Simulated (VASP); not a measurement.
# Ta7N8 (Fm-3m) in VASP: single point with PBE

Aim: the single point of Ta7N8 with PBE.

Program: VASP 6.6.1. These are calculated values, not measurements. Logs are shortened: lines on timing, memory, paths and dates and some standing lists are left out, and cuts for length are marked.

## Step 1: The cell of the first run

Symmetry: Fm-3m, No. 225, cubic system. Conventional cell: a = 8.727 Å, b = 8.727 Å, c = 8.727 Å, α = 90.00°, β = 90.00°, γ = 90.00°. Ta (site symmetry mmm) has 6 N at 2.18 Å within 2.9 Å. Ta (site symmetry m-3m) has 6 N at 2.21 Å within 2.9 Å. N (site symmetry -43m) has 6 Ta at 2.18 Å within 2.9 Å. Within 2.9 Å of N (site symmetry 4mm) lie 5 Ta at 2.18 to 2.21 Å.

## Step 2: Single point, PBE

INCAR reads:

```
SYSTEM = Ta7N8
PREC = Accurate
ENCUT = 520
EDIFF = 1E-6
ISMEAR = 0
SIGMA = 0.2
LREAL = Auto
LASPH = .True.
NELM = 80
ALGO = Normal
ISIF = 2
LWAVE = .False.
LCHARG = .True.
GGA = PE
LELF = .True.
LVHAR = .True.
NBANDS = 72
```

KPOINTS reads:

```
regular mesh
0
Gamma
  12 12 12
  0 0 0
```

POSCAR reads:

```
Ta7N8
1.0
    0.0000000000      4.3632986154      4.3632986154
    4.3632986154      0.0000000000      4.3632986154
    4.3632986154      4.3632986154      0.0000000000
Ta N
7 8
Direct
    0.0000000000      0.0000000000      0.5000000000
    0.0000000000      0.5000000000      0.0000000000
    0.0000000000      0.5000000000      0.5000000000
    0.5000000000      0.0000000000      0.0000000000
    0.5000000000      0.0000000000      0.5000000000
    0.5000000000      0.5000000000      0.0000000000
    0.5000000000      0.5000000000      0.5000000000
    0.2500000000      0.2500000000      0.2500000000
    0.2471876161      0.2471876161      0.7528123839
    0.2471876161      0.7528123839      0.2471876161
    0.2471876161      0.7528123839      0.7528123839
    0.7528123839      0.2471876161      0.2471876161
    0.7528123839      0.2471876161      0.7528123839
    0.7528123839      0.7528123839      0.2471876161
    0.7500000000      0.7500000000      0.7500000000
```

Potentials or basis: VASP PAW PBE potentials, release 64 (Ta_pv, N).

Run with:

```sh
> cat potpaw_PBE.64/Ta_pv/POTCAR potpaw_PBE.64/N/POTCAR > POTCAR
> mpirun -np 1 vasp_std > vasp.out
```

OUTCAR:

```text
SYSTEM = Ta7N8
   PREC = Accurate
   ENCUT = 520
   EDIFF = 1E-6
   ISMEAR = 0
   LREAL = Auto
   LASPH = .True.
   NELM = 80
   ISIF = 2
   GGA = PE

 ion  position               nearest neighbor table
   1  0.000  0.000  0.500-   8 2.18  15 2.18  11 2.18  12 2.18  13 2.18  10 2.18   3 3.09   5 3.09
                             2 3.09   4 3.09   2 3.09   3 3.09   7 3.09   4 3.09   5 3.09   7 3.09
   2  0.000  0.500  0.000-   8 2.18  15 2.18  11 2.18  12 2.18  14 2.18   9 2.18   3 3.09   6 3.09
                             1 3.09   3 3.09   7 3.09   1 3.09   4 3.09   4 3.09   6 3.09   7 3.09
   3  0.000  0.500  0.500-   8 2.18  15 2.18  10 2.18  13 2.18  14 2.18   9 2.18   1 3.09   2 3.09
                             7 3.09   2 3.09   6 3.09   1 3.09   5 3.09   5 3.09   6 3.09   7 3.09
   4  0.500  0.000  0.000-   8 2.18  15 2.18  10 2.18  13 2.18  14 2.18   9 2.18   5 3.09   6 3.09
                             1 3.09   5 3.09   7 3.09   2 3.09   6 3.09   7 3.09   1 3.09   2 3.09
   5  0.500  0.000  0.500-   8 2.18  15 2.18  11 2.18  12 2.18  14 2.18   9 2.18   1 3.09   4 3.09
                             7 3.09   4 3.09   6 3.09   3 3.09   6 3.09   7 3.09   1 3.09   3 3.09
   6  0.500  0.500  0.000-   8 2.18  15 2.18  11 2.18  12 2.18  13 2.18  10 2.18   2 3.09   4 3.09
                             7 3.09   3 3.09   5 3.09   7 3.09   4 3.09   5 3.09   2 3.09   3 3.09
   7  0.500  0.500  0.500-   9 2.21  10 2.21  11 2.21  12 2.21  13 2.21  14 2.21   3 3.09   5 3.09
                             6 3.09   2 3.09   4 3.09   6 3.09   1 3.09   4 3.09   5 3.09   1 3.09
   8  0.250  0.250  0.250-   1 2.18   2 2.18   3 2.18   4 2.18   5 2.18   6 2.18
   9  0.247  0.247  0.753-   2 2.18   3 2.18   4 2.18   5 2.18   7 2.21
  10  0.247  0.753  0.247-   1 2.18   3 2.18   4 2.18   6 2.18   7 2.21
  11  0.247  0.753  0.753-   1 2.18   2 2.18   5 2.18   6 2.18   7 2.21
  12  0.753  0.247  0.247-   1 2.18   2 2.18   5 2.18   6 2.18   7 2.21
  13  0.753  0.247  0.753-   1 2.18   3 2.18   4 2.18   6 2.18   7 2.21
  14  0.753  0.753  0.247-   2 2.18   3 2.18   4 2.18   5 2.18   7 2.21
  15  0.750  0.750  0.750-   1 2.18   2 2.18   3 2.18   4 2.18   5 2.18   6 2.18

  LATTYP: Found a face centered cubic cell.
 ALAT       =     8.7265972308

  Lattice vectors:

 A1 = (   0.0000000000,   4.3632986154,   4.3632986154)
 A2 = (   4.3632986154,   0.0000000000,   4.3632986154)
 A3 = (   4.3632986154,   4.3632986154,   0.0000000000)

Analysis of symmetry for initial positions (statically):
=====================================================================
 Subroutine PRICEL returns:
 Original cell was already a primitive cell.

 Routine SETGRP: Setting up the symmetry group for a
 face centered cubic supercell.

 Subroutine GETGRP returns: Found 48 space group operations
 (whereof 48 operations were pure point group operations)
 out of a pool of 48 trial point group operations.

The static configuration has the point symmetry O_h .

Analysis of symmetry for dynamics (positions and initial velocities):
=====================================================================
 Subroutine PRICEL returns:
 Original cell was already a primitive cell.

 Routine SETGRP: Setting up the symmetry group for a
 face centered cubic supercell.

 Subroutine GETGRP returns: Found 48 space group operations
 (whereof 48 operations were pure point group operations)
 out of a pool of 48 trial point group operations.

The dynamic configuration has the point symmetry O_h .

 Subroutine INISYM returns: Found 48 space group operations
 (whereof 48 operations are pure point group operations),
 and found     1 'primitive' translations

----------------------------------------------------------------------------------------

                                     Primitive cell

  volume of cell :     166.1402

  direct lattice vectors                    reciprocal lattice vectors
     0.000000000  4.363298615  4.363298615    -0.114592203  0.114592203  0.114592203
     4.363298615  0.000000000  4.363298615     0.114592203 -0.114592203  0.114592203
     4.363298615  4.363298615  0.000000000     0.114592203  0.114592203 -0.114592203

  length of vectors
     6.170636079  6.170636079  6.170636079     0.198479517  0.198479517  0.198479517

  position of ions in fractional coordinates (direct lattice)
     0.000000000  0.000000000  0.500000000
     0.000000000  0.500000000  0.000000000
[... 50 lines left out ...]
  Shift w.r.t. Gamma in fractional coordinates (k-lattice)
     0.000000000  0.000000000  0.000000000

 Subroutine IBZKPT returns following result:
 ===========================================

 Found     72 irreducible k-points:

 Following reciprocal coordinates:
            Coordinates               Weight
  0.000000  0.000000  0.000000      1.000000
  0.083333  0.000000  0.000000      8.000000
  0.166667  0.000000  0.000000      8.000000
  0.250000  0.000000  0.000000      8.000000
  0.333333  0.000000  0.000000      8.000000
  0.416667  0.000000  0.000000      8.000000
[... 16 lines left out ...]
  0.500000  0.166667  0.000000     24.000000
 -0.416667  0.166667  0.000000     24.000000
 [... further k-points ...]
   k-points           NKPTS =     72   k-points in BZ     NKDIM =     72   number of bands    NBANDS=     72
   number of dos      NEDOS =    301   number of ions     NIONS =     15
   total plane-waves  NPLWV = 110592
   dimension x,y,z NGX =    48 NGY =   48 NGZ =   48
   dimension x,y,z NGXF=    96 NGYF=   96 NGZF=   96
   ions per type =               7   8
   NGX,Y,Z   is equivalent  to a cutoff of  12.93, 12.93, 12.93 a.u.
   NGXF,Y,Z  is equivalent  to a cutoff of  25.86, 25.86, 25.86 a.u.
 SYSTEM =  Ta7N8
   PREC   = accura    normal or accurate (medium, high low for compatibility)
   ISTART =      0    job   : 0-new  1-cont  2-samecut
   ICHARG =      2    charge: 1-file 2-atom 10-const
   ISPIN  =      1    spin polarized calculation?
   LNONCOLLINEAR =      F non collinear calculations
   LSORBIT =      F    spin-orbit coupling
   LASPH  =      T    aspherical Exc in radial PAW
   ENCUT  =  520.0 eV  38.22 Ry    6.18 a.u.  11.47 11.47 11.47*2*pi/ulx,y,z
   NELM   =     80;   NELMIN=  2; NELMDL= -5     # of ELM steps
   EDIFF  = 0.1E-05   stopping-criterion for ELM
   LREAL  =      T    real-space projection
   EDIFFG = 0.1E-04   stopping-criterion for IOM
   NSW    =      0    number of steps for IOM
   IBRION =     -1    ionic relax: 0-MD 1-quasi-New 2-CG
   NFREE  =      0    steps in history (QN), initial steepest desc. (CG)
   ISIF   =      2    stress and relaxation
   ISYM   =      2    0-nonsym 1-usesym 2-fastsym
   POTIM  = 0.5000    time-step for ionic-motion
   TEBEG  =    0.0;   TEEND  =   0.0 temperature during run
   PSTRESS=    0.0 pullay stress
   NELECT =     117.0000    total number of electrons
   NUPDOWN=      -1.0000    fix difference up-down
   EMIN   =  10.00;   EMAX   =-10.00  energy-range for DOS
   EFERMI =   0.00;   METHOD = LEGACY
   ISMEAR =     0;   SIGMA  =   0.20  broadening in eV -4-tet -1-fermi 0-gaus
   EFERMI_NEDOS =   21; number of points for ismear=-14 and -15
   IALGO  =     38    algorithm
   IMIX   =      4    mixing-type and parameters
     AMIX     =   0.40;   BMIX     =  1.00
     AMIX_MAG =   1.60;   BMIX_MAG =  1.00
  volume/ion in A,a.u.               =      11.08        74.74
  Fermi-wavevector in a.u.,A,eV,Ry     =   1.456505  2.752395 28.863475  2.121406
  Thomas-Fermi vector in A             =   2.573415
   LORBIT       =      0    0 simple, 1 ext, 2 COOP (PROOUT), +10 PAW based schemes
   GGA     = PE    functional components
   LHFCALC =     F    Hartree Fock is set to
   AEXX    =    0.0000 exact exchange contribution
   IVDW    =     0    specifies the selected vdW correction
   LEPSILON=     F    determine dielectric tensor
   LRPA    =     F    only Hartree local field effects (RPA)
 non-spin polarized calculation
 Gauss-broadening in eV      SIGMA  =   0.20
  energy-cutoff  :      520.00
  volume of cell :      166.14
 maximum number of plane-waves:      4520
 NGX is ok and might be reduce to    48
   NGX = 23   NGY = 23   NGZ = 23

 number of electron     117.0000002 magnetization

 Free energy of the ion-electron system (eV)
  ---------------------------------------------------
  ext. energy  EPLUGINS =         0.00000000
  ---------------------------------------------------
  free energy    TOTEN  =      -163.98672290 eV

  energy without entropy =     -163.86620366  energy(sigma->0) =     -163.92646328

 E-fermi :   8.2325     XC(G=0): -12.8938

 val. band max:        8.2288082128   @ k =   0.4167   0.2500   0.0000
 cond. band min:       8.2331380949   @ k =  -0.2500   0.2500   0.0833
 fundamental gap:      0.0043298821
 Fermi energy:         8.2324932200

 k-point     1 :       0.0000    0.0000    0.0000
  band No.  band energies     occupation
      1     -28.4195      2.00000
      2     -28.2021      2.00000
      3     -28.2021      2.00000
      4     -28.2021      2.00000
      5     -28.0105      2.00000
      6     -28.0105      2.00000
[... 1741 lines left out ...]
     69      10.9540      0.00000
     70      10.9724      0.00000

 [... further k-points ...]

 [bands above 70 left out]

------------------------ aborting loop because EDIFF is reached ----------------------------------------

  FORCE on cell =-STRESS in cart. coord.  units (eV):
  Direction    XX          YY          ZZ          XY          YZ          ZX
  --------------------------------------------------------------------------------------
  -------------------------------------------------------------------------------------
  Total        0.6887257      0.6887257      0.6887257      0.0000000     -0.0000000      0.0000000
  in kB        6.6417431      6.6417431      6.6417431      0.0000000     -0.0000000      0.0000000
  external PRESSURE =       6.6417431 kB  Pullay stress =       0.0000000 kB

 VOLUME and BASIS-vectors are now :
 -----------------------------------------------------------------------------
  energy-cutoff  :      520.00
  volume of cell :      166.14
      direct lattice vectors                 reciprocal lattice vectors
     0.000000000  4.363298615  4.363298615    -0.114592203  0.114592203  0.114592203
     4.363298615  0.000000000  4.363298615     0.114592203 -0.114592203  0.114592203
     4.363298615  4.363298615  0.000000000     0.114592203  0.114592203 -0.114592203

 POSITION                                       TOTAL-FORCE (eV/Angst)
 -----------------------------------------------------------------------------------
      2.18165      2.18165      0.00000        -0.000000      0.000000      0.000000
      2.18165      0.00000      2.18165        -0.000000      0.000000      0.000000
      4.36330      2.18165      2.18165        -0.000000      0.000000      0.000000
      0.00000      2.18165      2.18165        -0.000000      0.000000      0.000000
      2.18165      4.36330      2.18165        -0.000000      0.000000      0.000000
      2.18165      2.18165      4.36330        -0.000000      0.000000      0.000000
      4.36330      4.36330      4.36330        -0.000000      0.000000      0.000000
      2.18165      2.18165      2.18165        -0.000000      0.000000      0.000000
      4.36330      4.36330      2.15711        -0.000000      0.000000     -0.014072
      4.36330      2.15711      4.36330        -0.000000     -0.014072      0.000000
      6.56949      4.36330      4.36330         0.014072      0.000000      0.000000
      2.15711      4.36330      4.36330        -0.014072      0.000000      0.000000
      4.36330      6.56949      4.36330        -0.000000      0.014072      0.000000
      4.36330      4.36330      6.56949        -0.000000      0.000000      0.014072
      6.54495      6.54495      6.54495         0.000000      0.000000      0.000000
 -----------------------------------------------------------------------------------
    total drift:                                0.000000      0.000000      0.000000

  FREE ENERGIE OF THE ION-ELECTRON SYSTEM (eV)
  ---------------------------------------------------
  free  energy   TOTEN  =      -163.9867229024 eV

  energy  without entropy=     -163.8662036631  energy(sigma->0) =     -163.92646328
```

Run time: 75 min. Hardware: 1 thread of Intel Xeon 8259CL, shared host; peak memory 0.67 GiB.

Results:

```yaml
Free_energy: -163.9867 eV
Pressure: 0.7 GPa
Largest_force: 0.014 eV/Å
Band_gap_on_the_k_mesh: zero (an odd number of electrons rules out a gap without spin polarisation)
```

Forces in eV/Å, atoms in the order of the input:
```
Ta   0.000  0.000  0.000
Ta   0.000  0.000  0.000
Ta   0.000  0.000  0.000
Ta   0.000  0.000  0.000
Ta   0.000  0.000  0.000
Ta   0.000  0.000  0.000
Ta   0.000  0.000  0.000
N    0.000  0.000  0.000
N    0.000  0.000 -0.014
N    0.000 -0.014  0.000
N    0.014  0.000  0.000
N   -0.014  0.000  0.000
N    0.000  0.014  0.000
N    0.000  0.000  0.014
N    0.000  0.000  0.000
```

Levels at points of the mesh, in eV from the Fermi level:
```
           k point  band 55  band 56  band 57  band 58  band 59  band 60  band 61  band 62  band 63  band 64
(0.00, 0.00, 0.00)    -2.70    -2.70    -1.03    -1.03    -1.03     0.89     0.89     2.19     2.19     2.19
(0.50, 0.00, 0.00)    -1.42    -1.42    -1.26    -1.18    -1.18     0.11     0.11     0.12     1.04     1.38
(0.50, 0.50, 0.00)    -2.23     0.42     0.42     0.51     0.51     0.65     0.93     0.96     0.96     0.96
```

Caveat: spin-orbit coupling is left out, which moves the levels of the heavy elements; an odd number of electrons without spin polarisation forces a metal; a magnetic or distorted state may lie lower.
